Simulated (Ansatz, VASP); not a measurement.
## One calculation of Ag, two programs

```
Ag
1.0
    -1.69317    1.69317    1.69317
     1.69317   -1.69317    1.69317
     1.69317    1.69317   -1.69317
Ag
1
Direct
  0.00000 0.00000 0.00000
```

Alike in both runs: task single point; functional PBEsol; k mesh 8 × 8 × 8; occupations gaussian, width 0.1 eV; no spin polarisation.

```csv
,VASP,Ansatz
version,VASP 6.6.1,Ansatz 0.2.0
potentials or method,"VASP PAW PBE potentials, release 64 (Ag), cutoff 500 eV","scalar-relativistic, plane waves, PAW"
valence electrons in the cell,11,19
```

|  | VASP | Ansatz | Ansatz less VASP |
| --- | --- | --- | --- |
| gap on the k mesh at the Fermi level (eV) | none | none | - |
| pressure (GPa) | -10.8 | -10.8 | -0.01 |

VASP's potentials were made for PBE, not for PBEsol. A gap of «none» marks a metal or a gap that the smearing closes. The functional is the same, so the differences come from potentials, cutoffs and numerics. VASP's potentials hold 11 valence electrons a cell and Ansatz's 19, so a difference there can come from the potentials and not from the codes.
